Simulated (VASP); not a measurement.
# CoSi (CsCl type) (Pm-3m) in VASP: single point with PBE

Aim: the single point of CoSi (CsCl type) with PBE.

All numbers are computed with VASP 6.6.1; they aren't measurements. Logs are shortened: lines on timing, memory, paths and dates and some standing lists are left out, and cuts for length are marked.

### 1 The cell of the first run

The structure is cubic, space group Pm-3m (No. 221). The conventional cell has a = 2.525 Å, b = 2.525 Å, c = 2.525 Å, α = 90.00°, β = 90.00°, γ = 90.00°. Co (site symmetry m-3m) has 8 Si at 2.19 Å and 6 Co at 2.52 Å within 2.9 Å. Within 2.9 Å of Si (site symmetry m-3m) lie 8 Co at 2.19 Å and 6 Si at 2.52 Å.

### 2 Single point, PBE

INCAR reads:

```
  ALGO = Normal
  EDIFF = 1E-6
  ENCUT = 520
  GGA = PE
  ISIF = 2
  ISMEAR = -1
  LASPH = T
  LCHARG = F
  LREAL = F
  LWAVE = F
  NBANDS = 14
  NELM = 80
  PREC = Accurate
  SIGMA = 0.1
```

KPOINTS reads:

```
k-points
0
Gamma
  16 16 16
```

POSCAR reads:

```
CoSi
1.0
    2.5249801915      0.0000000000      0.0000000000
    0.0000000000      2.5249801915      0.0000000000
    0.0000000000      0.0000000000      2.5249801915
Co Si
1 1
Direct
    0.0000000000      0.0000000000      0.0000000000
    0.5000000000      0.5000000000      0.5000000000
```

Potentials or basis: VASP PAW PBE potentials, release 64 (Co, Si).

Run with:

```
> cat potpaw_PBE.64/Co/POTCAR potpaw_PBE.64/Si/POTCAR > POTCAR
> mpirun -np 1 vasp_std > vasp.out
```

OUTCAR:

```text
EDIFF = 1E-6
   ENCUT = 520
   GGA = PE
   ISIF = 2
   ISMEAR = -1
   LASPH = T
   LREAL = F
   NELM = 80
   PREC = Accurate

 ion  position               nearest neighbor table
   1  0.000  0.000  0.000-   2 2.19   2 2.19   2 2.19   2 2.19   2 2.19   2 2.19   2 2.19   2 2.19

   2  0.500  0.500  0.500-   1 2.19   1 2.19   1 2.19   1 2.19   1 2.19   1 2.19   1 2.19   1 2.19

  LATTYP: Found a simple cubic cell.
 ALAT       =     2.5249801915

  Lattice vectors:

 A1 = (   2.5249801915,   0.0000000000,   0.0000000000)
 A2 = (   0.0000000000,   2.5249801915,   0.0000000000)
 A3 = (   0.0000000000,   0.0000000000,   2.5249801915)

Analysis of symmetry for initial positions (statically):
=====================================================================
 Subroutine PRICEL returns:
 Original cell was already a primitive cell.

 Routine SETGRP: Setting up the symmetry group for a
 simple cubic supercell.

 Subroutine GETGRP returns: Found 48 space group operations
 (whereof 48 operations were pure point group operations)
 out of a pool of 48 trial point group operations.

The static configuration has the point symmetry O_h .

Analysis of symmetry for dynamics (positions and initial velocities):
=====================================================================
 Subroutine PRICEL returns:
 Original cell was already a primitive cell.

 Routine SETGRP: Setting up the symmetry group for a
 simple cubic supercell.

 Subroutine GETGRP returns: Found 48 space group operations
 (whereof 48 operations were pure point group operations)
 out of a pool of 48 trial point group operations.

The dynamic configuration has the point symmetry O_h .

 Subroutine INISYM returns: Found 48 space group operations
 (whereof 48 operations are pure point group operations),
 and found     1 'primitive' translations

----------------------------------------------------------------------------------------

                                     Primitive cell

  volume of cell :      16.0981

  direct lattice vectors                    reciprocal lattice vectors
     2.524980192  0.000000000  0.000000000     0.396042711  0.000000000  0.000000000
     0.000000000  2.524980192  0.000000000     0.000000000  0.396042711  0.000000000
     0.000000000  0.000000000  2.524980192     0.000000000  0.000000000  0.396042711

  length of vectors
     2.524980192  2.524980192  2.524980192     0.396042711  0.396042711  0.396042711

  position of ions in fractional coordinates (direct lattice)
     0.000000000  0.000000000  0.000000000
     0.500000000  0.500000000  0.500000000

  ion indices of the primitive-cell ions
   primitive index   ion index
                 1           1
                 2           2

----------------------------------------------------------------------------------------

 KPOINTS: k-points

Automatic generation of k-mesh.
 Grid dimensions read from file:
 generate k-points for:   16   16   16

 Generating k-lattice:

  Cartesian coordinates                     Fractional coordinates (reciprocal lattice)
     0.024752669  0.000000000  0.000000000     0.062500000  0.000000000  0.000000000
     0.000000000  0.024752669  0.000000000     0.000000000  0.062500000  0.000000000
     0.000000000  0.000000000  0.024752669     0.000000000  0.000000000  0.062500000

  Length of vectors
     0.024752669  0.024752669  0.024752669

  Shift w.r.t. Gamma in fractional coordinates (k-lattice)
     0.000000000  0.000000000  0.000000000

 Subroutine IBZKPT returns following result:
 ===========================================

 Found    165 irreducible k-points:

 Following reciprocal coordinates:
            Coordinates               Weight
  0.000000  0.000000  0.000000      1.000000
  0.062500  0.000000  0.000000      6.000000
  0.125000  0.000000  0.000000      6.000000
  0.187500  0.000000  0.000000      6.000000
  0.250000  0.000000  0.000000      6.000000
  0.312500  0.000000  0.000000      6.000000
[... 16 lines left out ...]
  0.437500  0.125000  0.000000     24.000000
  0.500000  0.125000  0.000000     12.000000
 [... further k-points ...]
   k-points           NKPTS =    165   k-points in BZ     NKDIM =    165   number of bands    NBANDS=     14
   number of dos      NEDOS =    301   number of ions     NIONS =      2
   total plane-waves  NPLWV =   8000
   dimension x,y,z NGX =    20 NGY =   20 NGZ =   20
   dimension x,y,z NGXF=    40 NGYF=   40 NGZF=   40
   ions per type =               1   1
   NGX,Y,Z   is equivalent  to a cutoff of  13.17, 13.17, 13.17 a.u.
   NGXF,Y,Z  is equivalent  to a cutoff of  26.34, 26.34, 26.34 a.u.
 SYSTEM =  unknown system
   PREC   = accura    normal or accurate (medium, high low for compatibility)
   ISTART =      0    job   : 0-new  1-cont  2-samecut
   ICHARG =      2    charge: 1-file 2-atom 10-const
   ISPIN  =      1    spin polarized calculation?
   LNONCOLLINEAR =      F non collinear calculations
   LSORBIT =      F    spin-orbit coupling
   LASPH  =      T    aspherical Exc in radial PAW
   ENCUT  =  520.0 eV  38.22 Ry    6.18 a.u.   4.69  4.69  4.69*2*pi/ulx,y,z
   NELM   =     80;   NELMIN=  2; NELMDL= -5     # of ELM steps
   EDIFF  = 0.1E-05   stopping-criterion for ELM
   LREAL  =      F    real-space projection
   EDIFFG = 0.1E-04   stopping-criterion for IOM
   NSW    =      0    number of steps for IOM
   IBRION =     -1    ionic relax: 0-MD 1-quasi-New 2-CG
   NFREE  =      0    steps in history (QN), initial steepest desc. (CG)
   ISIF   =      2    stress and relaxation
   ISYM   =      2    0-nonsym 1-usesym 2-fastsym
   POTIM  = 0.5000    time-step for ionic-motion
   TEBEG  =    0.0;   TEEND  =   0.0 temperature during run
   PSTRESS=    0.0 pullay stress
   NELECT =      13.0000    total number of electrons
   NUPDOWN=      -1.0000    fix difference up-down
   EMIN   =  10.00;   EMAX   =-10.00  energy-range for DOS
   EFERMI =   0.00;   METHOD = LEGACY
   ISMEAR =    -1;   SIGMA  =   0.10  broadening in eV -4-tet -1-fermi 0-gaus
   EFERMI_NEDOS =   21; number of points for ismear=-14 and -15
   IALGO  =     38    algorithm
   IMIX   =      4    mixing-type and parameters
     AMIX     =   0.40;   BMIX     =  1.00
     AMIX_MAG =   1.60;   BMIX_MAG =  1.00
  volume/ion in A,a.u.               =       8.05        54.32
  Fermi-wavevector in a.u.,A,eV,Ry     =   1.524514  2.880913 31.621868  2.324142
  Thomas-Fermi vector in A             =   2.632810
   LORBIT       =      0    0 simple, 1 ext, 2 COOP (PROOUT), +10 PAW based schemes
   GGA     = PE    functional components
   LHFCALC =     F    Hartree Fock is set to
   AEXX    =    0.0000 exact exchange contribution
   IVDW    =     0    specifies the selected vdW correction
   LEPSILON=     F    determine dielectric tensor
   LRPA    =     F    only Hartree local field effects (RPA)
 non-spin polarized calculation
  energy-cutoff  :      520.00
  volume of cell :       16.10
 maximum number of plane-waves:       461
 NGX is ok and might be reduce to    20
   NGX =  9   NGY =  9   NGZ =  9

 number of electron      12.9999998 magnetization

 Free energy of the ion-electron system (eV)
  ---------------------------------------------------
  ext. energy  EPLUGINS =         0.00000000
  ---------------------------------------------------
  free energy    TOTEN  =       -11.75581913 eV

  energy without entropy =      -11.71010182  energy(sigma->0) =      -11.73296047

 E-fermi :  18.1510     XC(G=0): -14.4851

 val. band max:       18.1439533919   @ k =   0.3125   0.0625   0.0625
 cond. band min:      18.1521831370   @ k =   0.3125   0.3125   0.0625
 fundamental gap:      0.0082297451
 Fermi energy:        18.1509612199

 k-point     1 :       0.0000    0.0000    0.0000
  band No.  band energies     occupation
      1       1.0619      2.00000
      2      12.2949      2.00000
      3      12.2949      2.00000
      4      16.2071      2.00000
      5      16.2071      2.00000
      6      16.2071      2.00000
      7      22.1455      0.00000
      8      22.1455      0.00000
      9      22.1455      0.00000
     10      26.5377      0.00000
     11      26.5377      0.00000
     12      36.3283      0.00000
     13      41.0653      0.00000
     14      41.0653      0.00000

 k-point     2 :       0.0625    0.0000    0.0000
  band No.  band energies     occupation
      1       1.1561      2.00000
      2      12.2591      2.00000
      3      12.3356      2.00000
      4      16.1076      2.00000
      5      16.1076      2.00000
      6      16.2165      2.00000
      7      21.5395      0.00000
      8      22.3160      0.00000
      9      22.3160      0.00000
     10      26.4642      0.00000
     11      27.1632      0.00000
     12      36.5707      0.00000
     13      40.1867      0.00000
     14      40.1867      0.00000

 k-point     3 :       0.1250    0.0000    0.0000
  band No.  band energies     occupation
      1       1.4369      2.00000
      2      12.1193      2.00000
      3      12.4540      2.00000
      4      15.8460      2.00000
      5      15.8460      2.00000
      6      16.2434      2.00000
      7      20.3574      0.00000
      8      22.7927      0.00000
      9      22.7927      0.00000
     10      26.2497      0.00000
     11      28.4106      0.00000
     12      37.3108      0.00000
     13      38.5473      0.00000
     14      38.5473      0.00000
[... 324 lines left out ...]
 k-point    23 :       0.4375    0.1250    0.0000
  band No.  band energies     occupation
      1       5.5723      2.00000
      2       8.1778      2.00000
      3      13.5206      2.00000
      4      14.1035      2.00000
      5      14.4896      2.00000
      6      16.1751      2.00000
      7      17.8890      1.86426
      8      23.7121      0.00000
      9      26.6016      0.00000
     10      28.0888      0.00000
     11      29.5669      0.00000
     12      30.6668      0.00000
     13      34.9721      0.00000
     14      37.5047      0.00000

 k-point    24 :       0.5000    0.1250    0.0000
  band No.  band energies     occupation
      1       6.3013      2.00000
      2       7.3889      2.00000
      3      13.6540      2.00000
      4      13.9846      2.00000
      5      14.4376      2.00000
      6      16.1867      2.00000
      7      17.8775      1.87809
      8      23.8179      0.00000
      9      26.7223      0.00000
     10      29.1626      0.00000
     11      29.2207      0.00000
     12      29.4450      0.00000
     13      35.3223      0.00000
     14      37.2225      0.00000

 [... further k-points ...]

------------------------ aborting loop because EDIFF is reached ----------------------------------------

  FORCE on cell =-STRESS in cart. coord.  units (eV):
  Direction    XX          YY          ZZ          XY          YZ          ZX
  --------------------------------------------------------------------------------------
  -------------------------------------------------------------------------------------
  Total       12.1349794     12.1349794     12.1349794     -0.0000000      0.0000000     -0.0000000
  in kB     1207.7462566   1207.7462566   1207.7462566     -0.0000000      0.0000000     -0.0000000
  external PRESSURE =    1207.7462566 kB  Pullay stress =       0.0000000 kB

 VOLUME and BASIS-vectors are now :
 -----------------------------------------------------------------------------
  energy-cutoff  :      520.00
  volume of cell :       16.10
      direct lattice vectors                 reciprocal lattice vectors
     2.524980192  0.000000000  0.000000000     0.396042711  0.000000000  0.000000000
     0.000000000  2.524980192  0.000000000     0.000000000  0.396042711  0.000000000
     0.000000000  0.000000000  2.524980192     0.000000000  0.000000000  0.396042711

 POSITION                                       TOTAL-FORCE (eV/Angst)
 -----------------------------------------------------------------------------------
      0.00000      0.00000      0.00000         0.000000      0.000000      0.000000
      1.26249      1.26249      1.26249         0.000000      0.000000      0.000000
 -----------------------------------------------------------------------------------
    total drift:                                0.000000      0.000000      0.000000

  FREE ENERGIE OF THE ION-ELECTRON SYSTEM (eV)
  ---------------------------------------------------
  free  energy   TOTEN  =       -11.7558191284 eV

  energy  without entropy=      -11.7101018180  energy(sigma->0) =      -11.73296047
```

Wall time 26 s (1 thread of Intel Xeon 6975P-C (Granite Rapids), shared host); peak memory 0.16 GiB.

Results:

```yaml
Free_energy: -11.7558 eV
Pressure: 120.8 GPa
```
